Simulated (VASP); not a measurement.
# RbAsO3 (Pm-3m) in VASP: single point with LDA

Aim: the single point of RbAsO3 with LDA.

Program: VASP 6.6.1. These are calculated values, not measurements. Logs are shortened: lines on timing, memory, paths and dates and some standing lists are left out, and cuts for length are marked.

## (1) The cell of the first run

The structure is cubic, space group Pm-3m (No. 221). Conventional cell: a = 3.822 Å, b = 3.822 Å, c = 3.822 Å, α = 90.00°, β = 90.00°, γ = 90.00°. Rb (site symmetry m-3m) has 12 O at 2.70 Å and 8 As at 3.31 Å within 3.6 Å. As (site symmetry m-3m) has 6 O at 1.91 Å within 2.5 Å. O (site symmetry 4/mmm) has 2 As at 1.91 Å within 2.5 Å.

## (2) Single point, LDA

INCAR

```
ALGO = Normal
EDIFF = 1E-6
ENCUT = 600
GGA = CA
GGA_COMPAT = False
ISIF = 2
ISMEAR = -1
LASPH = True
LCHARG = False
LREAL = False
LWAVE = False
NBANDS = 29
NELM = 120
PREC = Accurate
SIGMA = 0.1
```

KPOINTS

```
k-points
0
Gamma
  4 4 4
```

POSCAR

```
RbAsO3
1.0
    3.8217179710      0.0000000000      0.0000000000
    0.0000000000      3.8217179710      0.0000000000
    0.0000000000      0.0000000000      3.8217179710
Rb As O
1 1 3
Direct
    0.0000000000      0.0000000000      0.0000000000
    0.5000000000      0.5000000000      0.5000000000
    0.5000000000      0.5000000000      0.0000000000
    0.5000000000      0.0000000000      0.5000000000
    0.0000000000      0.5000000000      0.5000000000
```

Potentials or basis: VASP PAW LDA potentials, release 64 (Rb_sv, As_d, O).

Run with:

```bash
$ cat potpaw_LDA.64/Rb_sv/POTCAR potpaw_LDA.64/As_d/POTCAR potpaw_LDA.64/O/POTCAR > POTCAR
$ mpirun -np 1 vasp_std > vasp.out
```

OUTCAR:

```text
EDIFF = 1E-6
   ENCUT = 600
   GGA = CA
   ISIF = 2
   ISMEAR = -1
   LASPH = True
   LREAL = False
   NELM = 120
   PREC = Accurate

 ion  position               nearest neighbor table
   1  0.000  0.000  0.000-   3 2.70   4 2.70   5 2.70   4 2.70   5 2.70   3 2.70   5 2.70   5 2.70
                             3 2.70   4 2.70   4 2.70   3 2.70   2 3.31   2 3.31   2 3.31   2 3.31
   2  0.500  0.500  0.500-   3 1.91   4 1.91   5 1.91   3 1.91   4 1.91   5 1.91   1 3.31   1 3.31
                             1 3.31   1 3.31   1 3.31   1 3.31   1 3.31   1 3.31
   3  0.500  0.500  0.000-   2 1.91   2 1.91   1 2.70   1 2.70   1 2.70   1 2.70
   4  0.500  0.000  0.500-   2 1.91   2 1.91   1 2.70   1 2.70   1 2.70   1 2.70
   5  0.000  0.500  0.500-   2 1.91   2 1.91   1 2.70   1 2.70   1 2.70   1 2.70

  LATTYP: Found a simple cubic cell.
 ALAT       =     3.8217179710

  Lattice vectors:

 A1 = (   3.8217179710,   0.0000000000,   0.0000000000)
 A2 = (   0.0000000000,   3.8217179710,   0.0000000000)
 A3 = (   0.0000000000,   0.0000000000,   3.8217179710)

Analysis of symmetry for initial positions (statically):
=====================================================================
 Subroutine PRICEL returns:
 Original cell was already a primitive cell.

 Routine SETGRP: Setting up the symmetry group for a
 simple cubic supercell.

 Subroutine GETGRP returns: Found 48 space group operations
 (whereof 48 operations were pure point group operations)
 out of a pool of 48 trial point group operations.

The static configuration has the point symmetry O_h .

Analysis of symmetry for dynamics (positions and initial velocities):
=====================================================================
 Subroutine PRICEL returns:
 Original cell was already a primitive cell.

 Routine SETGRP: Setting up the symmetry group for a
 simple cubic supercell.

 Subroutine GETGRP returns: Found 48 space group operations
 (whereof 48 operations were pure point group operations)
 out of a pool of 48 trial point group operations.

The dynamic configuration has the point symmetry O_h .

 Subroutine INISYM returns: Found 48 space group operations
 (whereof 48 operations are pure point group operations),
 and found     1 'primitive' translations

----------------------------------------------------------------------------------------

                                     Primitive cell

  volume of cell :      55.8182

  direct lattice vectors                    reciprocal lattice vectors
     3.821717971  0.000000000  0.000000000     0.261662427  0.000000000  0.000000000
     0.000000000  3.821717971  0.000000000     0.000000000  0.261662427  0.000000000
     0.000000000  0.000000000  3.821717971     0.000000000  0.000000000  0.261662427

  length of vectors
     3.821717971  3.821717971  3.821717971     0.261662427  0.261662427  0.261662427

  position of ions in fractional coordinates (direct lattice)
     0.000000000  0.000000000  0.000000000
     0.500000000  0.500000000  0.500000000
     0.500000000  0.500000000  0.000000000
     0.500000000  0.000000000  0.500000000
     0.000000000  0.500000000  0.500000000

  ion indices of the primitive-cell ions
   primitive index   ion index
                 1           1
                 2           2
                 3           3
                 4           4
                 5           5

----------------------------------------------------------------------------------------

 KPOINTS: k-points

Automatic generation of k-mesh.
 Grid dimensions read from file:
 generate k-points for:    4    4    4

 Generating k-lattice:

  Cartesian coordinates                     Fractional coordinates (reciprocal lattice)
     0.065415607  0.000000000  0.000000000     0.250000000  0.000000000  0.000000000
     0.000000000  0.065415607  0.000000000     0.000000000  0.250000000  0.000000000
     0.000000000  0.000000000  0.065415607     0.000000000  0.000000000  0.250000000

  Length of vectors
     0.065415607  0.065415607  0.065415607

  Shift w.r.t. Gamma in fractional coordinates (k-lattice)
     0.000000000  0.000000000  0.000000000

 Subroutine IBZKPT returns following result:
 ===========================================

 Found     10 irreducible k-points:

 Following reciprocal coordinates:
            Coordinates               Weight
  0.000000  0.000000  0.000000      1.000000
  0.250000  0.000000  0.000000      6.000000
  0.500000  0.000000  0.000000      3.000000
  0.250000  0.250000  0.000000     12.000000
  0.500000  0.250000  0.000000     12.000000
  0.500000  0.500000  0.000000      3.000000
  0.250000  0.250000  0.250000      8.000000
  0.500000  0.250000  0.250000     12.000000
  0.500000  0.500000  0.250000      6.000000
  0.500000  0.500000  0.500000      1.000000
   k-points           NKPTS =     10   k-points in BZ     NKDIM =     10   number of bands    NBANDS=     29
   number of dos      NEDOS =    301   number of ions     NIONS =      5
   total plane-waves  NPLWV =  32768
   dimension x,y,z NGX =    32 NGY =   32 NGZ =   32
   dimension x,y,z NGXF=    64 NGYF=   64 NGZF=   64
   ions per type =               1   1   3
   NGX,Y,Z   is equivalent  to a cutoff of  13.92, 13.92, 13.92 a.u.
   NGXF,Y,Z  is equivalent  to a cutoff of  27.84, 27.84, 27.84 a.u.
 SYSTEM =  unknown system
   PREC   = accura    normal or accurate (medium, high low for compatibility)
   ISTART =      0    job   : 0-new  1-cont  2-samecut
   ICHARG =      2    charge: 1-file 2-atom 10-const
   ISPIN  =      1    spin polarized calculation?
   LNONCOLLINEAR =      F non collinear calculations
   LSORBIT =      F    spin-orbit coupling
   LASPH  =      T    aspherical Exc in radial PAW
   ENCUT  =  600.0 eV  44.10 Ry    6.64 a.u.   7.63  7.63  7.63*2*pi/ulx,y,z
   NELM   =    120;   NELMIN=  2; NELMDL= -5     # of ELM steps
   EDIFF  = 0.1E-05   stopping-criterion for ELM
   LREAL  =      F    real-space projection
   EDIFFG = 0.1E-04   stopping-criterion for IOM
   NSW    =      0    number of steps for IOM
   IBRION =     -1    ionic relax: 0-MD 1-quasi-New 2-CG
   NFREE  =      0    steps in history (QN), initial steepest desc. (CG)
   ISIF   =      2    stress and relaxation
   ISYM   =      2    0-nonsym 1-usesym 2-fastsym
   POTIM  = 0.5000    time-step for ionic-motion
   TEBEG  =    0.0;   TEEND  =   0.0 temperature during run
   PSTRESS=    0.0 pullay stress
   NELECT =      42.0000    total number of electrons
   NUPDOWN=      -1.0000    fix difference up-down
   EMIN   =  10.00;   EMAX   =-10.00  energy-range for DOS
   EFERMI =   0.00;   METHOD = LEGACY
   ISMEAR =    -1;   SIGMA  =   0.10  broadening in eV -4-tet -1-fermi 0-gaus
   EFERMI_NEDOS =   21; number of points for ismear=-14 and -15
   IALGO  =     38    algorithm
   IMIX   =      4    mixing-type and parameters
     AMIX     =   0.40;   BMIX     =  1.00
     AMIX_MAG =   1.60;   BMIX_MAG =  1.00
  volume/ion in A,a.u.               =      11.16        75.34
  Fermi-wavevector in a.u.,A,eV,Ry     =   1.489016  2.813832 30.166401  2.217168
  Thomas-Fermi vector in A             =   2.601978
   LORBIT       =      0    0 simple, 1 ext, 2 COOP (PROOUT), +10 PAW based schemes
   GGA     = CA    functional components
   LHFCALC =     F    Hartree Fock is set to
   AEXX    =    0.0000 exact exchange contribution
   IVDW    =     0    specifies the selected vdW correction
   LEPSILON=     F    determine dielectric tensor
   LRPA    =     F    only Hartree local field effects (RPA)
 non-spin polarized calculation
  energy-cutoff  :      600.00
  volume of cell :       55.82
 maximum number of plane-waves:      1888
 NGX is ok and might be reduce to    32
   NGX = 15   NGY = 15   NGZ = 15

 number of electron      41.9999996 magnetization

 Free energy of the ion-electron system (eV)
  ---------------------------------------------------
  ext. energy  EPLUGINS =         0.00000000
  ---------------------------------------------------
  free energy    TOTEN  =       -29.28238234 eV

  energy without entropy =      -29.23962032  energy(sigma->0) =      -29.26100133

 E-fermi :   2.6091     XC(G=0): -12.2395

 val. band max:        2.5978746641   @ k =   0.5000   0.5000   0.2500
 cond. band min:       2.6265802826   @ k =   0.5000   0.5000   0.5000
 fundamental gap:      0.0287056185
 Fermi energy:         2.6091022787

 k-point     1 :       0.0000    0.0000    0.0000
  band No.  band energies     occupation
      1     -34.4672      2.00000
      2     -34.4672      2.00000
      3     -34.4070      2.00000
      4     -34.4070      2.00000
      5     -34.4070      2.00000
      6     -20.6156      2.00000
[... 21 lines left out ...]
     28      12.3633      0.00000
     29      14.6301      0.00000

 k-point     2 :       0.2500    0.0000    0.0000
  band No.  band energies     occupation
      1     -34.4671      2.00000
      2     -34.4633      2.00000
      3     -34.4076      2.00000
      4     -34.4076      2.00000
      5     -34.4070      2.00000
      6     -20.4773      2.00000
[... 21 lines left out ...]
     28      13.0067      0.00000
     29      13.4768      0.00000

 k-point     3 :       0.5000    0.0000    0.0000
  band No.  band energies     occupation
      1     -34.4671      2.00000
      2     -34.4593      2.00000
      3     -34.4082      2.00000
      4     -34.4082      2.00000
      5     -34.4070      2.00000
      6     -20.3253      2.00000
[... 21 lines left out ...]
     28      14.2938      0.00000
     29      15.1983      0.00000

 k-point     4 :       0.2500    0.2500    0.0000
  band No.  band energies     occupation
      1     -34.4652      2.00000
      2     -34.4613      2.00000
      3     -34.4082      2.00000
      4     -34.4076      2.00000
      5     -34.4076      2.00000
      6     -20.3711      2.00000
[... 21 lines left out ...]
     28      13.7096      0.00000
     29      13.7298      0.00000

 k-point     5 :       0.5000    0.2500    0.0000
  band No.  band energies     occupation
      1     -34.4646      2.00000
      2     -34.4578      2.00000
      3     -34.4088      2.00000
      4     -34.4082      2.00000
      5     -34.4076      2.00000
      6     -20.2581      2.00000
[... 21 lines left out ...]
     28      14.7030      0.00000
     29      14.8169      0.00000

 k-point     6 :       0.5000    0.5000    0.0000
  band No.  band energies     occupation
      1     -34.4632      2.00000
      2     -34.4553      2.00000
      3     -34.4094      2.00000
      4     -34.4081      2.00000
      5     -34.4081      2.00000
      6     -20.1881      2.00000
[... 21 lines left out ...]
     28      15.0028      0.00000
     29      15.0028      0.00000

 k-point     7 :       0.2500    0.2500    0.2500
  band No.  band energies     occupation
      1     -34.4612      2.00000
      2     -34.4612      2.00000
      3     -34.4082      2.00000
      4     -34.4082      2.00000
      5     -34.4082      2.00000
      6     -20.2900      2.00000
[... 21 lines left out ...]
     28      13.7993      0.00000
     29      15.1000      0.00000

 k-point     8 :       0.5000    0.2500    0.2500
  band No.  band energies     occupation
      1     -34.4612      2.00000
      2     -34.4573      2.00000
      3     -34.4088      2.00000
      4     -34.4088      2.00000
      5     -34.4081      2.00000
      6     -20.2054      2.00000
[... 21 lines left out ...]
     28      14.4067      0.00000
     29      15.6693      0.00000

 k-point     9 :       0.5000    0.5000    0.2500
  band No.  band energies     occupation
      1     -34.4592      2.00000
      2     -34.4553      2.00000
      3     -34.4094      2.00000
      4     -34.4087      2.00000
      5     -34.4087      2.00000
      6     -20.1513      2.00000
[... 21 lines left out ...]
     28      14.7185      0.00000
     29      15.0530      0.00000

 k-point    10 :       0.5000    0.5000    0.5000
  band No.  band energies     occupation
      1     -34.4553      2.00000
      2     -34.4553      2.00000
      3     -34.4093      2.00000
      4     -34.4093      2.00000
      5     -34.4093      2.00000
      6     -20.1140      2.00000
[... 21 lines left out ...]
     28      14.3055      0.00000
     29      16.1682      0.00000

------------------------ aborting loop because EDIFF is reached ----------------------------------------

  FORCE on cell =-STRESS in cart. coord.  units (eV):
  Direction    XX          YY          ZZ          XY          YZ          ZX
  --------------------------------------------------------------------------------------
  -------------------------------------------------------------------------------------
  Total        0.1683543      0.1683543      0.1683543     -0.0000000     -0.0000000      0.0000000
  in kB        4.8323558      4.8323558      4.8323558     -0.0000000     -0.0000000      0.0000000
  external PRESSURE =       4.8323558 kB  Pullay stress =       0.0000000 kB

 VOLUME and BASIS-vectors are now :
 -----------------------------------------------------------------------------
  energy-cutoff  :      600.00
  volume of cell :       55.82
      direct lattice vectors                 reciprocal lattice vectors
     3.821717971  0.000000000  0.000000000     0.261662427  0.000000000  0.000000000
     0.000000000  3.821717971  0.000000000     0.000000000  0.261662427  0.000000000
     0.000000000  0.000000000  3.821717971     0.000000000  0.000000000  0.261662427

 POSITION                                       TOTAL-FORCE (eV/Angst)
 -----------------------------------------------------------------------------------
      0.00000      0.00000      0.00000         0.000000      0.000000      0.000000
      1.91086      1.91086      1.91086         0.000000      0.000000      0.000000
      1.91086      1.91086      0.00000         0.000000      0.000000      0.000000
      1.91086      0.00000      1.91086         0.000000      0.000000      0.000000
      0.00000      1.91086      1.91086         0.000000      0.000000      0.000000
 -----------------------------------------------------------------------------------
    total drift:                                0.000000     -0.000000     -0.000000

  FREE ENERGIE OF THE ION-ELECTRON SYSTEM (eV)
  ---------------------------------------------------
  free  energy   TOTEN  =       -29.2823823429 eV

  energy  without entropy=      -29.2396203225  energy(sigma->0) =      -29.26100133
```

Run time: 12 s. Hardware: 1 thread of Intel Xeon Platinum 8488C (Sapphire Rapids), shared host; peak memory 0.16 GiB.

Results:

* Free energy: -29.2824 eV
* Pressure: 0.5 GPa
* Band gap on the k mesh: zero (bands 21 and 22 overlap by 0.47 eV)

Caveat: the k points lie up to 0.41 Å⁻¹ apart.
